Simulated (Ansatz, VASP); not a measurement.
# SiC: VASP beside Ansatz

The input POSCAR:

```
SiC
1.0
   -0.0678959875      2.1972784576      2.1972784576
    2.1972784576     -0.0678959875      2.1972784576
    2.1972784576      2.1972784576     -0.0678959875
Si C
1 1
Direct
   -0.0010698463     -0.0010698463     -0.0010698463
    0.2510698463      0.2510698463      0.2510698463
```

INCAR.step1

```
PREC = Accurate
ENCUT = 520
EDIFF = 1E-5
ISMEAR = 0
SIGMA = 0.01
LREAL = False
LASPH = True
NELM = 60
ALGO = Normal
ISIF = 2
LWAVE = True
NBANDS = 11
GGA = PE
```

INCAR.step2

```
PREC = Accurate
ENCUT = 520
EDIFF = 1E-7
ISMEAR = 0
SIGMA = 0.01
LREAL = False
LASPH = True
NELM = 60
ALGO = Normal
ISIF = 2
LWAVE = False
LCHARG = True
GGA = PE
LHFCALC = True
HFSCREEN = 0.2079
PRECFOCK = Normal
LELF = True
LVHAR = True
NBANDS = 11
ISTART = 1
```

File KPOINTS:

```
Automatic mesh
0
Gamma
  8 8 8
```

Input for Ansatz:

```yaml
crystal:
  lattice:
    - [-0.0678959875, 2.1972784576, 2.1972784576]
    - [2.1972784576, -0.0678959875, 2.1972784576]
    - [2.1972784576, 2.1972784576, -0.0678959875]
  atoms:
    - { symbol: Si, position: [-0.0010698463, -0.0010698463, -0.0010698463] }
    - { symbol: C, position: [0.2510698463, 0.2510698463, 0.2510698463] }
kpoints:
  mp_grid: { grid: [8, 8, 8] }
  band_path:
    path:
      - [0.0, 0.0, 0.0]
      - [-0.5, -0.5, 0.0]
      - [-0.375, -0.375, 0.25]
      - [-0.375, 0.0, 0.375]
      - [0.0, 0.0, 0.5]
      - [-0.5, -0.25, 0.25]
      - [0.0, 0.5, 0.5]
    npoints: 1
hamiltonian:
  xc: hse06
scf:
  occupations: { method: fixed }
  n_extra_bands: 4
output:
  forces: true
  stress: true
  eigenvalues: true
```

Change from the starting cell: epitaxial_111 strain +4.0%.

Alike in both runs: task single point; functional HSE06; k mesh 8 × 8 × 8; no spin polarisation.

|  | VASP | Ansatz |
| --- | --- | --- |
| version | VASP 6.6.1 | Ansatz 0.2.0 |
| potentials or method | VASP PAW PBE potentials, release 64 (Si, C) | plane waves, PAW |
| plane-wave cutoff (eV) | 520 | 420 |
| occupations | gaussian, width 0.01 eV | fixed |
| valence electrons in the cell | 8 | 8 |

```csv
,VASP,Ansatz,Ansatz less VASP
gap on the k mesh at the Fermi level (eV),2.02,2.02,-0.003
pressure (GPa),-15.3,-15.0,+0.29
"traceless stress, the component that is largest in VASP (GPa)",6.92,6.89,-0.026
rms of the force components (eV/Å),0.011,0.013,+0.0020
```

Atom by atom the forces differ by 0.002 eV/Å (rms over components). Ansatz's warnings: stress exchange threshold loose, stress scf threshold loose.
